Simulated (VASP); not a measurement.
**Ni: single point with PBE**

Crystal: Ni.

```
Ni
1.0
     0.00000    1.76775    1.76775
     1.76775    0.00000    1.76775
     1.76775    1.76775    0.00000
Ni
1
Direct
  0.00000 0.00000 0.00000
```

```
Program                : VASP 6.6.1
Task                   : single point
Functional             : PBE
Potentials or basis    : VASP PAW PBE potentials, release 64 (Ni)
Cutoff                 : 520 eV
k mesh                 : 14 × 14 × 14
Occupations            : gaussian, width 0.1 eV
Spin                   : collinear spin, ferromagnetic start
Starting moments       : [0.24] μB
Fixed moment           : 0.24 μB
Dipole correction      : no
Further INCAR settings : ALGO = Normal; EDIFF = 1e-06; NBANDS = 15
```

```json
{
 "Pressure": "-3.7 GPa",
 "Net moment": "0.24 μB per cell",
 "Site moments": "Ni +0.25 μB",
 "Valence electrons inside the program's atomic spheres": "Ni 9.29"
}
```

Wall time 36 s on 1 thread of Intel(R) Xeon(R) Platinum 8259CL CPU @ 2.50GHz (Skylake/Cascade Lake), with other jobs on the host, peak memory 0.15 GiB.

Caveat: the total moment is fixed, so each spin has its own Fermi level.
